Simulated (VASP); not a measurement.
# SiC (P6_3mc) in VASP: further runs, part 2 of 2

VASP 6.6.1. Earlier steps stand in the parts before.

**3. Single point, PBE+D3(BJ)**

This run uses another cell than the first one, of 10.52 Å³/atom, 1.020 times its volume.

Contents of INCAR:

```
PREC = Accurate ; ENCUT = 520
EDIFF = 1E-6 ; ISMEAR = -1
SIGMA = 0.05 ; LREAL = F
LASPH = T ; NELM = 80
ALGO = Normal ; ISIF = 2
LWAVE = F ; LCHARG = F
GGA = PE ; IVDW = 12
NBANDS = 26
```

Contents of KPOINTS:

```
regular mesh
0
Gamma
  10 10 3
```

Contents of POSCAR:

```
SiC
1.0
    3.0960635787      0.0000000000      0.0000000000
   -1.5480317893      2.6812697109      0.0000000000
    0.0000000000      0.0000000000     10.1373414467
Si C
4 4
Direct
    0.0000000000      0.0000000000      0.1878943800
    0.0000000000      0.0000000000      0.6878943800
    0.3333333333      0.6666666667      0.4378419800
    0.6666666667      0.3333333333      0.9378419800
    0.0000000000      0.0000000000      0.0004600500
    0.0000000000      0.0000000000      0.5004600500
    0.3333333333      0.6666666667      0.2498025900
    0.6666666667      0.3333333333      0.7498025900
```

Potentials or basis: VASP PAW PBE potentials, release 64 (Si, C).

Run with:

```bash
> cat potpaw_PBE.64/Si/POTCAR potpaw_PBE.64/C/POTCAR > POTCAR
> mpirun -np 1 vasp_std > vasp.out
```

OUTCAR:

```text
PREC = Accurate
   ENCUT = 520
   EDIFF = 1E-6
   ISMEAR = -1
   LREAL = F
   LASPH = T
   NELM = 80
   ISIF = 2
   GGA = PE
   IVDW = 12
 IVDW          = 12

 ion  position               nearest neighbor table
   1  0.000  0.000  0.188-   7 1.89   7 1.89   7 1.89   5 1.90   3 3.10   3 3.10   3 3.10   4 3.10
                             4 3.10   4 3.10
   2  0.000  0.000  0.688-   8 1.89   8 1.89   8 1.89   6 1.90   4 3.10   4 3.10   4 3.10   3 3.10
                             3 3.10   3 3.10
   3  0.333  0.667  0.438-   6 1.90   6 1.90   6 1.90   7 1.91   1 3.10   1 3.10   1 3.10   2 3.10
                             2 3.10   2 3.10
   4  0.667  0.333  0.938-   5 1.90   5 1.90   5 1.90   8 1.91   2 3.10   2 3.10   2 3.10   1 3.10
                             1 3.10   1 3.10
   5  0.000  0.000  0.000-   4 1.90   4 1.90   4 1.90   1 1.90
   6  0.000  0.000  0.500-   3 1.90   3 1.90   3 1.90   2 1.90
   7  0.333  0.667  0.250-   1 1.89   1 1.89   1 1.89   3 1.91
   8  0.667  0.333  0.750-   2 1.89   2 1.89   2 1.89   4 1.91

  LATTYP: Found a hexagonal cell.
 ALAT       =     3.0960635787
 C/A-ratio  =     3.2742678530

  Lattice vectors:

[... 198 lines left out ...]

 k-point     1 :       0.0000    0.0000    0.0000
  band No.  band energies     occupation
      1      -7.3614      2.00000
      2      -6.2004      2.00000
      3      -6.1652      2.00000
      4      -3.8581      2.00000
      5      -0.5288      2.00000
      6       3.6377      2.00000
[... 685 lines left out ...]
     25      15.8403      0.00000
     26      16.7440      0.00000

 [... further k-points ...]

------------------------ aborting loop because EDIFF is reached ----------------------------------------

 Edisp (eV)   -2.36719

 E8    (eV) :    -0.8893

  FORCE on cell =-STRESS in cart. coord.  units (eV):
  Direction    XX          YY          ZZ          XY          YZ          ZX
  --------------------------------------------------------------------------------------
  -------------------------------------------------------------------------------------
  Total      -2.61810    -2.61810    -2.63938    -0.00000     0.00000    -0.00000
  in kB     -49.84502   -49.84502   -50.25028    -0.00000     0.00000    -0.00000
  external pressure =      -49.98 kB  Pullay stress =        0.00 kB

 VOLUME and BASIS-vectors are now :
 -----------------------------------------------------------------------------
  energy-cutoff  :      520.00
  volume of cell :       84.15
      direct lattice vectors                 reciprocal lattice vectors
     3.096063579  0.000000000  0.000000000     0.322990783  0.186478816  0.000000000
    -1.548031789  2.681269711  0.000000000     0.000000000  0.372957631  0.000000000
     0.000000000  0.000000000 10.137341447     0.000000000  0.000000000  0.098645193

 POSITION                                       TOTAL-FORCE (eV/Angst)
 -----------------------------------------------------------------------------------
      0.00000      0.00000      1.90475        -0.000000      0.000000     -0.002111
      0.00000      0.00000      6.97342         0.000000     -0.000000     -0.002111
     -0.00000      1.78751      4.43855         0.000000      0.000000      0.001680
      1.54803      0.89376      9.50722        -0.000000      0.000000      0.001680
      0.00000      0.00000      0.00466         0.000000      0.000000     -0.001526
      0.00000      0.00000      5.07333        -0.000000     -0.000000     -0.001526
     -0.00000      1.78751      2.53233         0.000000     -0.000000      0.001957
      1.54803      0.89376      7.60100        -0.000000      0.000000      0.001957
 -----------------------------------------------------------------------------------
    total drift:                                0.000000      0.000000     -0.000886

  FREE ENERGIE OF THE ION-ELECTRON SYSTEM (eV)
  ---------------------------------------------------
  free  energy   TOTEN  =       -62.6157236031 eV

  energy  without entropy=      -62.6157236031  energy(sigma->0) =      -62.61572360
```

OSZICAR:

```text
N       E                     dE             d eps       ncg     rms          rms(c)
DAV:   1     0.716026258474E+02    0.71603E+02   -0.14501E+04  1456   0.111E+03
DAV:   2    -0.606256381130E+02   -0.13223E+03   -0.12339E+03  1952   0.189E+02
DAV:   3    -0.673987262831E+02   -0.67731E+01   -0.67276E+01  1980   0.400E+01
DAV:   4    -0.674833668308E+02   -0.84641E-01   -0.84522E-01  1872   0.527E+00
DAV:   5    -0.674848696680E+02   -0.15028E-02   -0.15020E-02  1978   0.665E-01    0.173E+01
DAV:   6    -0.604202982748E+02    0.70646E+01   -0.19147E+01  1868   0.191E+01    0.776E+00
DAV:   7    -0.602812864030E+02    0.13901E+00   -0.20634E+00  2010   0.640E+00    0.336E+00
DAV:   8    -0.602508072258E+02    0.30479E-01   -0.11002E-01  1776   0.159E+00    0.102E+00
DAV:   9    -0.602479320023E+02    0.28752E-02   -0.17200E-02  1834   0.706E-01    0.162E-01
DAV:  10    -0.602484465039E+02   -0.51450E-03   -0.15236E-03  1924   0.190E-01    0.794E-02
DAV:  11    -0.602485341756E+02   -0.87672E-04   -0.21738E-04  1688   0.890E-02    0.167E-02
DAV:  12    -0.602485363001E+02   -0.21245E-05   -0.91153E-06  1918   0.163E-02    0.633E-03
DAV:  13    -0.602485373014E+02   -0.10013E-05   -0.58523E-07  1260   0.421E-03    0.161E-03
DAV:  14    -0.602485375718E+02   -0.27041E-06   -0.12921E-07   960   0.172E-03
   1 F= -.62615724E+02 E0= -.62615724E+02  d E =-.230989E-10
```

It took 83 s on 1 thread of Intel Xeon 8259CL, shared host; peak memory 0.22 GiB.

Results:

| Property | Result |
| --- | --- |
| Free energy | -62.6157 eV |
| Pressure | -5.0 GPa |
| Band gap on the k mesh | 2.22 eV, indirect (least direct gap 3.34 eV) |
| Dispersion energy per atom | -0.296 eV |

Forces in eV/Å, atoms in the order of the input:
```
Si   0.000  0.000 -0.002
Si   0.000  0.000 -0.002
Si   0.000  0.000  0.002
Si   0.000  0.000  0.002
C    0.000  0.000 -0.002
C    0.000  0.000 -0.002
C    0.000  0.000  0.002
C    0.000  0.000  0.002
```

Levels at points of the mesh, in eV from the valence-band top:
| k point | band 12 | band 13 | band 14 | band 15 | band 16 | band 17 | band 18 | band 19 | band 20 | band 21 |
| --- | --- | --- | --- | --- | --- | --- | --- | --- | --- | --- |
| (0.00, 0.00, 0.00) | -0.58 | -0.58 | -0.05 | 0.00 | 0.00 | 4.95 | 5.53 | 6.09 | 6.16 | 6.87 |
| (0.50, 0.00, 0.00) | -2.36 | -2.34 | -2.20 | -1.56 | -1.12 | 2.22 | 2.34 | 4.17 | 4.64 | 5.22 |

A k mesh can miss the band edges. PBE gaps usually lie below the measured ones, often by a third to a half.

**4. Relaxation of cell and atoms, r2SCAN**

Changes to POSCAR since step 3:

```diff
@@ -2,5 +2,5 @@
 1.0
-    3.0960635787      0.0000000000      0.0000000000
-   -1.5480317893      2.6812697109      0.0000000000
-    0.0000000000      0.0000000000     10.1373414467
+    3.0756941497      0.0000000000      0.0000000000
+   -1.5378470748      2.6636292679      0.0000000000
+    0.0000000000      0.0000000000     10.0706464800
 Si C
```

Contents of INCAR.step1:

```
SYSTEM = SiC
PREC = Accurate
ENCUT = 600
ISMEAR = -1
SIGMA = 0.05
LREAL = .False.
LASPH = .True.
NELM = 100
GGA = PE
ALGO = Normal
EDIFF = 1E-4
LWAVE = .True.
LCHARG = .False.
```

Contents of INCAR.step2:

```
SYSTEM = SiC
PREC = Accurate
ENCUT = 600
EDIFF = 1E-6
ISMEAR = -1
SIGMA = 0.05
LREAL = .False.
LASPH = .True.
NELM = 100
ALGO = Normal
ISIF = 3
LWAVE = .False.
LCHARG = .False.
METAGGA = R2SCAN
LMIXTAU = .True.
IBRION = 2
NSW = 60
EDIFFG = -0.01
ISTART = 1
```

Contents of KPOINTS:

```
regular mesh
0
Gamma
  10 10 3
  0 0 0
```

Potentials or basis: VASP PAW PBE potentials, release 64 (Si, C).

Run with:

```bash
> cat potpaw_PBE.64/Si/POTCAR potpaw_PBE.64/C/POTCAR > POTCAR
> cp INCAR.step1 INCAR
> mpirun -np 1 vasp_std > vasp.out
> cp INCAR.step2 INCAR
> mpirun -np 1 vasp_std > vasp.out
```

OUTCAR:

```text
SYSTEM = SiC
   PREC = Accurate
   ENCUT = 600
   EDIFF = 1E-6
   ISMEAR = -1
   LREAL = .False.
   LASPH = .True.
   NELM = 100
   ISIF = 3
   METAGGA = R2SCAN
   IBRION = 2
   NSW = 60
   EDIFFG = -0.01
   ISTART = 1

 ion  position               nearest neighbor table
   1  0.000  0.000  0.188-   7 1.88   7 1.88   7 1.88   5 1.89   3 3.08   3 3.08   3 3.08   4 3.08
                             4 3.08   4 3.08
   2  0.000  0.000  0.688-   8 1.88   8 1.88   8 1.88   6 1.89   4 3.08   4 3.08   4 3.08   3 3.08
                             3 3.08   3 3.08
   3  0.333  0.667  0.438-   6 1.88   6 1.88   6 1.88   7 1.89   1 3.08   1 3.08   1 3.08   2 3.08
                             2 3.08   2 3.08
   4  0.667  0.333  0.938-   5 1.88   5 1.88   5 1.88   8 1.89   2 3.08   2 3.08   2 3.08   1 3.08
                             1 3.08   1 3.08
   5  0.000  0.000  0.000-   4 1.88   4 1.88   4 1.88   1 1.89
   6  0.000  0.000  0.500-   3 1.88   3 1.88   3 1.88   2 1.89
   7  0.333  0.667  0.250-   1 1.88   1 1.88   1 1.88   3 1.89
   8  0.667  0.333  0.750-   2 1.88   2 1.88   2 1.88   4 1.89

  LATTYP: Found a hexagonal cell.
 ALAT       =     3.0756941497
 C/A-ratio  =     3.2742678530

  Lattice vectors:

 A1 = (   3.0756941497,   0.0000000000,   0.0000000000)
 A2 = (  -1.5378470748,   2.6636292679,   0.0000000000)
 A3 = (   0.0000000000,   0.0000000000,  10.0706464800)

Analysis of symmetry for initial positions (statically):
=====================================================================
 Subroutine PRICEL returns:
 Original cell was already a primitive cell.

 Routine SETGRP: Setting up the symmetry group for a
 hexagonal supercell.

 Subroutine GETGRP returns: Found 12 space group operations
 (whereof  6 operations were pure point group operations)
 out of a pool of 24 trial point group operations.

The static configuration has the point symmetry C_3v.
 The point group associated with its full space group is C_6v.

Analysis of symmetry for dynamics (positions and initial velocities):
=====================================================================
 Subroutine PRICEL returns:
 Original cell was already a primitive cell.

 Routine SETGRP: Setting up the symmetry group for a
 hexagonal supercell.

 Subroutine GETGRP returns: Found 12 space group operations
 (whereof  6 operations were pure point group operations)
 out of a pool of 24 trial point group operations.

The dynamic configuration has the point symmetry C_3v.
 The point group associated with its full space group is C_6v.

 Subroutine INISYM returns: Found 12 space group operations
 (whereof  6 operations are pure point group operations),
 and found     1 'primitive' translations

----------------------------------------------------------------------------------------

                                     Primitive cell

  volume of cell :      82.5039

  direct lattice vectors                    reciprocal lattice vectors
     3.075694150  0.000000000  0.000000000     0.325129857  0.187713811  0.000000000
    -1.537847075  2.663629268  0.000000000     0.000000000  0.375427621  0.000000000
     0.000000000  0.000000000 10.070646480     0.000000000  0.000000000  0.099298491

  length of vectors
[... 51 lines left out ...]
  0.000000  0.000000  0.000000      1.000000
  0.100000  0.000000  0.000000      6.000000
  0.200000  0.000000  0.000000      6.000000
  0.300000  0.000000  0.000000      6.000000
  0.400000  0.000000  0.000000      6.000000
  0.500000  0.000000  0.000000      3.000000
[... 16 lines left out ...]
  0.300000  0.100000  0.333333     24.000000
  0.400000  0.100000  0.333333     24.000000
 [... further k-points ...]
   k-points           NKPTS =     28   k-points in BZ     NKDIM =     28   number of bands    NBANDS=     21
   number of dos      NEDOS =    301   number of ions     NIONS =      8
   total plane-waves  NPLWV =  62720
   dimension x,y,z NGX =    28 NGY =   28 NGZ =   80
   dimension x,y,z NGXF=    56 NGYF=   56 NGZF=  160
   ions per type =               4   4
   NGX,Y,Z   is equivalent  to a cutoff of  15.13, 15.13, 13.21 a.u.
   NGXF,Y,Z  is equivalent  to a cutoff of  30.27, 30.27, 26.41 a.u.
 SYSTEM =  SiC
   PREC   = accura    normal or accurate (medium, high low for compatibility)
   ISTART =      1    job   : 0-new  1-cont  2-samecut
   ICHARG =      0    charge: 1-file 2-atom 10-const
   ISPIN  =      1    spin polarized calculation?
   LNONCOLLINEAR =      F non collinear calculations
   LSORBIT =      F    spin-orbit coupling
   LASPH  =      T    aspherical Exc in radial PAW
   ENCUT  =  600.0 eV  44.10 Ry    6.64 a.u.   6.14  6.14 20.11*2*pi/ulx,y,z
   NELM   =    100;   NELMIN=  2; NELMDL=  0     # of ELM steps
   EDIFF  = 0.1E-05   stopping-criterion for ELM
   LREAL  =      F    real-space projection
   EDIFFG = -.1E-01   stopping-criterion for IOM
   NSW    =     60    number of steps for IOM
   IBRION =      2    ionic relax: 0-MD 1-quasi-New 2-CG
   NFREE  =      1    steps in history (QN), initial steepest desc. (CG)
   ISIF   =      3    stress and relaxation
   ISYM   =      2    0-nonsym 1-usesym 2-fastsym
   POTIM  = 0.5000    time-step for ionic-motion
   TEBEG  =    0.0;   TEEND  =   0.0 temperature during run
   PSTRESS=    0.0 pullay stress
   NELECT =      32.0000    total number of electrons
   NUPDOWN=      -1.0000    fix difference up-down
   EMIN   =  10.00;   EMAX   =-10.00  energy-range for DOS
   EFERMI =   0.00;   METHOD = LEGACY
   ISMEAR =    -1;   SIGMA  =   0.05  broadening in eV -4-tet -1-fermi 0-gaus
   EFERMI_NEDOS =   21; number of points for ismear=-14 and -15
   IALGO  =     38    algorithm
   IMIX   =      4    mixing-type and parameters
     AMIX     =   0.40;   BMIX     =  1.00
     AMIX_MAG =   1.60;   BMIX_MAG =  1.00
  volume/ion in A,a.u.               =      10.31        69.60
  Fermi-wavevector in a.u.,A,eV,Ry     =   1.193897  2.256138 19.393597  1.425389
  Thomas-Fermi vector in A             =   2.329900
   LORBIT       =      0    0 simple, 1 ext, 2 COOP (PROOUT), +10 PAW based schemes
   METAGGA = R2SCAN    functional components
   LHFCALC =     F    Hartree Fock is set to
   AEXX    =    0.0000 exact exchange contribution
   IVDW    =     0    specifies the selected vdW correction
   LEPSILON=     F    determine dielectric tensor
   LRPA    =     F    only Hartree local field effects (RPA)
 conjugate gradient relaxation of ions
 non-spin polarized calculation
  energy-cutoff  :      600.00
  volume of cell :       82.50
 maximum number of plane-waves:      2776
 NGX is ok and might be reduce to    28
   NGX = 13   NGY = 13   NGZ = 41

 number of electron      32.0000001 magnetization

 Free energy of the ion-electron system (eV)
  ---------------------------------------------------
  ext. energy  EPLUGINS =         0.00000000
  ---------------------------------------------------
  free energy    TOTEN  =       -77.31570609 eV

  energy without entropy =      -77.31570609  energy(sigma->0) =      -77.31570609

 E-fermi :   9.1332     XC(G=0): -11.9450

 val. band max:        8.0879074462   @ k =   0.0000   0.0000   0.0000
 cond. band min:      10.6990680618   @ k =   0.5000   0.0000   0.0000
 fundamental gap:      2.6111606156
 Fermi energy:         9.1331596117

 k-point     1 :       0.0000    0.0000    0.0000
  band No.  band energies     occupation
      1      -8.1972      2.00000
      2      -6.9778      2.00000
      3      -6.9393      2.00000
      4      -4.5608      2.00000
      5      -0.8273      2.00000
      6       3.5168      2.00000
[... 565 lines left out ...]
     20      13.5057      0.00000
     21      14.6984      0.00000

 [... further k-points ...]
[... 5 lines left out ...]
  --------------------------------------------------------------------------------------
  -------------------------------------------------------------------------------------
  Total        0.0364334      0.0364334      0.0245061      0.0000000      0.0000000     -0.0000000
  in kB        0.7075149      0.7075149      0.4758950      0.0000000      0.0000000     -0.0000000
  external PRESSURE =       0.6303083 kB  Pullay stress =       0.0000000 kB

 VOLUME and BASIS-vectors are now :
 -----------------------------------------------------------------------------
  energy-cutoff  :      600.00
  volume of cell :       82.50
      direct lattice vectors                 reciprocal lattice vectors
     3.075694150  0.000000000  0.000000000     0.325129857  0.187713811  0.000000000
    -1.537847075  2.663629268  0.000000000     0.000000000  0.375427621  0.000000000
     0.000000000  0.000000000 10.070646480     0.000000000  0.000000000  0.099298491

 POSITION                                       TOTAL-FORCE (eV/Angst)
 -----------------------------------------------------------------------------------
      0.00000      0.00000      1.89222        -0.000000     -0.000000     -0.001351
      0.00000      0.00000      6.92754         0.000000     -0.000000     -0.001351
     -0.00000      1.77575      4.40935        -0.000000     -0.000000     -0.001033
      1.53785      0.88788      9.44468         0.000000      0.000000     -0.001033
      0.00000      0.00000      0.00463        -0.000000      0.000000      0.001422
      0.00000      0.00000      5.03996        -0.000000     -0.000000      0.001422
     -0.00000      1.77575      2.51567        -0.000000     -0.000000      0.000962
      1.53785      0.88788      7.55100        -0.000000      0.000000      0.000962
 -----------------------------------------------------------------------------------
    total drift:                                0.000000      0.000000     -0.000761

  FREE ENERGIE OF THE ION-ELECTRON SYSTEM (eV)
  ---------------------------------------------------
  free  energy   TOTEN  =       -77.3157060918 eV

  energy  without entropy=      -77.3157060918  energy(sigma->0) =      -77.31570609

 reached required accuracy - stopping structural energy minimisation
```

It took 5.9 min on 1 thread of Oxide Virtual Turin-like, shared host; peak memory 0.23 GiB.

Results:

| Quantity | Value |
| --- | --- |
| Free energy | -77.3157 eV |
| Pressure after relaxing | 0.1 GPa |
| Band gap on the k mesh | 2.61 eV, indirect (least direct gap 3.79 eV) |

Final structure:
```
Si C
1.0
     3.07569    0.00000    0.00000
    -1.53785    2.66363    0.00000
     0.00000    0.00000   10.07065
Si C
4 4
Direct
  0.00000 0.00000 0.18789
  0.00000 0.00000 0.68789
  0.33333 0.66667 0.43784
  0.66667 0.33333 0.93784
  0.00000 0.00000 0.00046
  0.00000 0.00000 0.50046
  0.33333 0.66667 0.24980
  0.66667 0.33333 0.74980
```

Caveat: the relaxation stopped at its first step, so nothing moved; the PAW data sets were made with another functional, which shifts forces and pressure a little. A k mesh can miss the band edges.

**5. Summary**

| task | level | cell | cutoff (eV) | gap on the mesh (eV) | pressure (GPa) |
| --- | --- | --- | --- | --- | --- |
| single point | revPBE+D3(BJ) | a = 3.076, b = 3.076, c = 10.071 Å, angles 90.0, 90.0, 120.0°, 8 atoms | 520 | 2.23 | -3.5 |
| single point | PBE+D3(BJ) | a = 3.096, b = 3.096, c = 10.137 Å, angles 90.0, 90.0, 120.0°, 8 atoms | 520 | 2.22 | -5.0 |
| relaxation of cell and atoms | r2SCAN | relaxed from a = 3.076, b = 3.076, c = 10.071 Å, angles 90.0, 90.0, 120.0°, 8 atoms | 600 | 2.61 | 0.1 |

Alike in all rows: potentials or basis VASP PAW PBE potentials, release 64 (Si, C); no spin polarisation; k mesh 10 × 10 × 3; smearing fermi-dirac 0.05 eV.

Caveats: the PAW data sets were made with another functional, which shifts forces and pressure a little (some runs); the relaxation stopped at its first step, so nothing moved (some runs).

Absolute energies hang on the potentials; compare differences alone.
